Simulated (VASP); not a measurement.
A run of VASP 6.6.1 is set up as follows.

INCAR

```
  PREC = Accurate
  ENCUT = 600
  EDIFF = 1E-6
  ISMEAR = 0
  SIGMA = 0.2
  LREAL = F
  LASPH = T
  NELM = 120
  ALGO = Normal
  ISIF = 2
  LWAVE = F
  LCHARG = T
  GGA = PE
  LELF = T
  LVHAR = T
  NBANDS = 12
  GGA_COMPAT = F
```

Contents of KPOINTS:

```
Automatic mesh
0
Gamma
  7 7 7
```

POSCAR

```
BF
1.0
    2.7988243100      0.0000000000      0.0000000000
    0.0000000000      2.7988243100      0.0000000000
    0.0000000000      0.0000000000      2.7988243100
B F
1 1
Direct
    0.5000000000      0.5000000000      0.5000000000
    0.0000000000      0.0000000000      0.0000000000
```

Potentials or basis: VASP PAW PBE potentials, release 64 (B, F).

Command:

```sh
$ cat potpaw_PBE.64/B/POTCAR potpaw_PBE.64/F/POTCAR > POTCAR
$ mpirun -np 1 vasp_std > vasp.out
```

(1) What does it give for the pressure?

(2) Predict the band gap on the k mesh.

Answers

(1) -0.9 GPa.

(2) 1.36 eV, indirect (least direct gap 1.60 eV).
